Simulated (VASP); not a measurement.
# CdS (CsCl type) (Pm-3m) in VASP: a series of runs, part 2 of 2

VASP 6.6.1. The steps go on from the part before.

## (4) Single point, PBE

This run uses another cell than the first one, of 19.84 Å³/atom, 1.029 times its volume.

The input, INCAR:

```
SYSTEM = CdS
PREC     = Accurate       ! precision mode
ENCUT    = 520            ! plane-wave cutoff, eV
EDIFF    = 1E-7           ! SCF threshold, eV
ISMEAR   = -1             ! smearing method
SIGMA    = 0.1            ! smearing width, eV
LREAL    = .False.        ! projectors in reciprocal space
LASPH    = .True.         ! aspherical terms in the spheres
NELM     = 80             ! most SCF steps
ALGO     = Normal         ! electronic algorithm
ISIF     = 2              ! what is computed and relaxed
LWAVE    = .False.        ! write WAVECAR
LCHARG   = .False.        ! write CHGCAR
GGA      = PE             ! functional
NBANDS   = 16             ! bands
```

The input, KPOINTS:

```
regular mesh
0
Gamma
  13 13 13
  0 0 0
```

The input, POSCAR:

```
CdS
1.0
    3.4108020662      0.0000000000      0.0000000000
    0.0000000000      3.4108020662      0.0000000000
    0.0000000000      0.0000000000      3.4108020662
Cd S
1 1
Direct
    0.0000000000      0.0000000000      0.0000000000
    0.5000000000      0.5000000000      0.5000000000
```

Potentials or basis: VASP PAW PBE potentials, release 64 (Cd, S).

On the command line:

```console
> cat potpaw_PBE.64/Cd/POTCAR potpaw_PBE.64/S/POTCAR > POTCAR
> mpirun -np 1 vasp_std > vasp.out
```

OUTCAR:

```text
SYSTEM = CdS
   PREC = Accurate
   ENCUT = 520
   EDIFF = 1E-7
   ISMEAR = -1
   LREAL = .False.
   LASPH = .True.
   NELM = 80
   ISIF = 2
   GGA = PE

 ion  position               nearest neighbor table
   1  0.000  0.000  0.000-   2 2.95   2 2.95   2 2.95   2 2.95   2 2.95   2 2.95   2 2.95   2 2.95

   2  0.500  0.500  0.500-   1 2.95   1 2.95   1 2.95   1 2.95   1 2.95   1 2.95   1 2.95   1 2.95

  LATTYP: Found a simple cubic cell.
 ALAT       =     3.4108020662

  Lattice vectors:

 A1 = (   3.4108020662,   0.0000000000,   0.0000000000)
 A2 = (   0.0000000000,   3.4108020662,   0.0000000000)
 A3 = (   0.0000000000,   0.0000000000,   3.4108020662)

Analysis of symmetry for initial positions (statically):
=====================================================================
 Subroutine PRICEL returns:
 Original cell was already a primitive cell.

 Routine SETGRP: Setting up the symmetry group for a
 simple cubic supercell.

 Subroutine GETGRP returns: Found 48 space group operations
 (whereof 48 operations were pure point group operations)
 out of a pool of 48 trial point group operations.

The static configuration has the point symmetry O_h .

Analysis of symmetry for dynamics (positions and initial velocities):
=====================================================================
 Subroutine PRICEL returns:
 Original cell was already a primitive cell.

 Routine SETGRP: Setting up the symmetry group for a
 simple cubic supercell.

 Subroutine GETGRP returns: Found 48 space group operations
 (whereof 48 operations were pure point group operations)
 out of a pool of 48 trial point group operations.

The dynamic configuration has the point symmetry O_h .

 Subroutine INISYM returns: Found 48 space group operations
 (whereof 48 operations are pure point group operations),
 and found     1 'primitive' translations

----------------------------------------------------------------------------------------

                                     Primitive cell

[... 110 lines left out ...]
     AMIX_MAG =   1.60;   BMIX_MAG =  1.00
  volume/ion in A,a.u.               =      19.84       133.89
  Fermi-wavevector in a.u.,A,eV,Ry     =   1.257889  2.377066 21.528307  1.582286
  Thomas-Fermi vector in A             =   2.391526
   LORBIT       =      0    0 simple, 1 ext, 2 COOP (PROOUT), +10 PAW based schemes
   GGA     = PE    functional components
   LHFCALC =     F    Hartree Fock is set to
   AEXX    =    0.0000 exact exchange contribution
   IVDW    =     0    specifies the selected vdW correction
   LEPSILON=     F    determine dielectric tensor
   LRPA    =     F    only Hartree local field effects (RPA)
 non-spin polarized calculation
  energy-cutoff  :      520.00
  volume of cell :       39.68
 maximum number of plane-waves:      1082
 NGX is ok and might be reduce to    28
   NGX = 13   NGY = 13   NGZ = 13

 number of electron      17.9999997 magnetization

 Free energy of the ion-electron system (eV)
  ---------------------------------------------------
  ext. energy  EPLUGINS =         0.00000000
  ---------------------------------------------------
  free energy    TOTEN  =        -4.88652518 eV

  energy without entropy =       -4.84871359  energy(sigma->0) =       -4.86761939

 E-fermi :   3.7905     XC(G=0): -10.7071

 val. band max:        3.7862846950   @ k =   0.4615   0.1538   0.0000
 cond. band min:       3.7993901483   @ k =   0.4615   0.2308   0.0000
 fundamental gap:      0.0131054534
 Fermi energy:         3.7904882997

 k-point     1 :       0.0000    0.0000    0.0000
  band No.  band energies     occupation
      1      -9.5302      2.00000
      2      -4.9026      2.00000
      3      -4.9026      2.00000
      4      -4.3364      2.00000
      5      -4.3364      2.00000
      6      -4.3364      2.00000
[... 433 lines left out ...]
      3      -4.5086      2.00000
      4      -4.4469      2.00000
      5      -4.3925      2.00000
      6      -4.3510      2.00000
[... 8 lines left out ...]
     15      15.5167      0.00000
     16      17.8977      0.00000

 [... further k-points ...]

------------------------ aborting loop because EDIFF is reached ----------------------------------------

  FORCE on cell =-STRESS in cart. coord.  units (eV):
  Direction    XX          YY          ZZ          XY          YZ          ZX
  --------------------------------------------------------------------------------------
  -------------------------------------------------------------------------------------
  Total        0.0801388      0.0801388      0.0801388     -0.0000000      0.0000000      0.0000000
  in kB        3.2358170      3.2358170      3.2358170     -0.0000000      0.0000000      0.0000000
  external PRESSURE =       3.2358170 kB  Pullay stress =       0.0000000 kB

 VOLUME and BASIS-vectors are now :
 -----------------------------------------------------------------------------
  energy-cutoff  :      520.00
  volume of cell :       39.68
      direct lattice vectors                 reciprocal lattice vectors
     3.410802066  0.000000000  0.000000000     0.293186172  0.000000000  0.000000000
     0.000000000  3.410802066  0.000000000     0.000000000  0.293186172  0.000000000
     0.000000000  0.000000000  3.410802066     0.000000000  0.000000000  0.293186172

 POSITION                                       TOTAL-FORCE (eV/Angst)
 -----------------------------------------------------------------------------------
      0.00000      0.00000      0.00000         0.000000      0.000000      0.000000
      1.70540      1.70540      1.70540         0.000000      0.000000      0.000000
 -----------------------------------------------------------------------------------
    total drift:                               -0.000000      0.000000      0.000000

  FREE ENERGIE OF THE ION-ELECTRON SYSTEM (eV)
  ---------------------------------------------------
  free  energy   TOTEN  =        -4.8865251814 eV

  energy  without entropy=       -4.8487135947  energy(sigma->0) =       -4.86761939
```

OSZICAR:

```text
N       E                     dE             d eps       ncg     rms          rms(c)
DAV:   1     0.106589487791E+03    0.10659E+03   -0.94157E+03  2792   0.107E+03
DAV:   2    -0.203820657067E+01   -0.10863E+03   -0.10096E+03  3336   0.257E+02
DAV:   3    -0.568961095011E+01   -0.36514E+01   -0.36424E+01  3160   0.481E+01
DAV:   4    -0.570483287259E+01   -0.15222E-01   -0.15221E-01  3432   0.317E+00
DAV:   5    -0.570495493079E+01   -0.12206E-03   -0.12206E-03  3192   0.279E-01    0.673E+00
DAV:   6    -0.490494608117E+01    0.80001E+00   -0.11780E+00  3488   0.131E+01    0.603E+00
DAV:   7    -0.489294457825E+01    0.12002E-01   -0.14052E-01  3080   0.303E+00    0.329E+00
DAV:   8    -0.488733102707E+01    0.56136E-02   -0.15529E-02  3040   0.139E+00    0.279E-01
DAV:   9    -0.488649491854E+01    0.83611E-03   -0.22675E-03  3424   0.573E-01    0.890E-02
DAV:  10    -0.488654290925E+01   -0.47991E-04   -0.32602E-04  3000   0.203E-01    0.434E-02
DAV:  11    -0.488653077748E+01    0.12132E-04   -0.62725E-05  3168   0.758E-02    0.226E-02
DAV:  12    -0.488652631063E+01    0.44669E-05   -0.26315E-05  3136   0.337E-02    0.465E-03
DAV:  13    -0.488652555050E+01    0.76012E-06   -0.30321E-06  2992   0.136E-02    0.437E-03
DAV:  14    -0.488652521913E+01    0.33138E-06   -0.22715E-07  3192   0.338E-03    0.183E-03
DAV:  15    -0.488652518137E+01    0.37757E-07   -0.13748E-08  1584   0.985E-04
   1 F= -.48865252E+01 E0= -.48676194E+01  d E =-.378116E-01
```

stdout:

```text
POSCAR found type information on POSCAR CdS
 POSCAR found :  2 types and       2 ions
 scaLAPACK will be used
 LDA part: xc-table for (Slater+PW92), standard interpolation
 POSCAR, INCAR and KPOINTS ok, starting setup
 FFT: planning ... GRIDC
 FFT: planning ... GRID_SOFT
 FFT: planning ... GRID
 WAVECAR not read
 entering main loop
```

It took 41 s on 1 thread of AMD EPYC 7R43 (Zen 3), shared host; peak memory 0.15 GiB.

Results:

```yaml
Free_energy: -4.8865 eV
Pressure: 0.3 GPa
Band_gap_on_the_k_mesh: zero (band 9 reaches 3.81 eV, above the bottom of band 10 at 2.78 eV)
```

Levels at points of the mesh, in eV from the Fermi level:
```tsv
k point	band 5	band 6	band 7	band 8	band 9	band 10	band 11	band 12	band 13	band 14
(0.00, 0.00, 0.00)	-8.13	-8.13	-1.18	-1.18	-1.18	-1.01	6.66	6.66	11.60	11.60
```

## (5) Overview

```csv
task,cell,cutoff (eV),gap on the mesh (eV),pressure (GPa)
relaxation of cell and atoms,"relaxed to 0.0098 GPa from a = 3.379 Å, 2 atoms",600,none,0.0
relaxation of cell and atoms,"relaxed to 0.0098 GPa from a = 3.411 Å, 2 atoms",600,none,0.0
single point,"a = 3.411 Å, 2 atoms",520,none,0.3
```

Alike in all rows: level PBE; potentials or basis VASP PAW PBE potentials, release 64 (Cd, S); no spin polarisation; k mesh 13 × 13 × 13; smearing fermi-dirac 0.1 eV.

Caveats: the cell is relaxed towards a set pressure, so the enthalpy falls and the energy may rise (some runs).

Total energies depend on the potentials used, so only differences within one code and one set of settings carry meaning.
